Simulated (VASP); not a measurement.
## SrLiH3: single point with PBE

The system is SrLiH3.

```
Li Sr H
1.0
     4.63079    0.00000    0.00000
     0.00000    4.63079    0.00000
     0.00000    0.00000    4.74656
Li Sr H
1 1 3
Direct
  0.00000 0.00000 0.00000
  0.50000 0.50000 0.50000
  0.00000 0.50000 0.50000
  0.50000 0.00000 0.50000
  0.50000 0.50000 0.00000
```

This cell differs from its parent crystal: strain +0.000 along x and y, +0.025 along z.

```json
{
 "Program": "VASP 6.6.1",
 "Task": "single point",
 "Functional": "PBE",
 "Potentials or basis": "VASP PAW PBE potentials, release 64 (Li_sv, Sr_sv, H)",
 "Cutoff": "520 eV",
 "k mesh": "6 × 6 × 6",
 "Occupations": "gaussian, width 0.05 eV",
 "Spin": "no spin polarisation"
}
```

```
Band gap on the k mesh : 1.81 eV (least direct gap 2.22 eV)
```

Levels at points of the mesh, in eV from the valence-band top:
```tsv
k point	band 6	band 7	band 8	band 9	band 10	band 11
(0.00, 0.00, 0.00)	-3.04	-0.91	-0.89	4.98	5.07	5.23
(0.50, 0.00, 0.00)	-2.19	-0.82	-0.76	3.82	4.50	4.72
(0.50, 0.50, 0.00)	-1.29	-0.38	-0.38	1.88	4.98	4.98
(0.00, 0.00, 0.50)	-2.24	-0.95	-0.80	3.85	4.69	4.69
(0.50, 0.00, 0.50)	-1.36	-0.51	-0.41	1.81	5.12	5.14
(0.50, 0.50, 0.50)	-0.09	0.00	0.00	2.46	2.46	2.48
```

It took 24 s on 1 thread of Intel(R) Xeon(R) 6975P-C (Granite Rapids), with other jobs on the host, peak memory 0.24 GiB.

Caveat: the cell differs from its parent crystal (strain +0.000 along x and y, +0.025 along z). A k mesh can miss the band edges.
